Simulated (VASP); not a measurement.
Here is a VASP 6.6.1 calculation.

File INCAR:

```
  ALGO = Normal
  EDIFF = 1E-6
  ENCUT = 520
  ISIF = 2
  ISMEAR = 0
  LASPH = T
  LCHARG = F
  LREAL = F
  LWAVE = F
  NBANDS = 10
  NELM = 100
  PREC = Accurate
  SIGMA = 0.15
```

KPOINTS

```
k-points
0
Gamma
  18 18 10
```

File POSCAR:

```
Al
1.0
    2.8865000000      0.0000000000      0.0000000000
   -1.4432500000      2.4997823280      0.0000000000
    0.0000000000      0.0000000000      4.4519000000
Al
2
Direct
    0.6666666667      0.3333333333      0.7500000000
    0.3333333333      0.6666666667      0.2500000000
```

Potentials or basis: VASP PAW LDA potentials, release 64 (Al).

Command:

```console
$ cat potpaw_LDA.64/Al/POTCAR > POTCAR
$ mpirun -np 1 vasp_std > vasp.out
```

**Question.** Predict the pressure.

**Answer.** -0.2 GPa.

**Question.** Predict the band gap on the k mesh.

**Answer.** Zero (bands 3 and 4 overlap by 8.40 eV).

Stress tensor (GPa, compression positive):
```
-1.76  0.00  0.00
 0.00 -1.76  0.00
 0.00  0.00  2.88
```
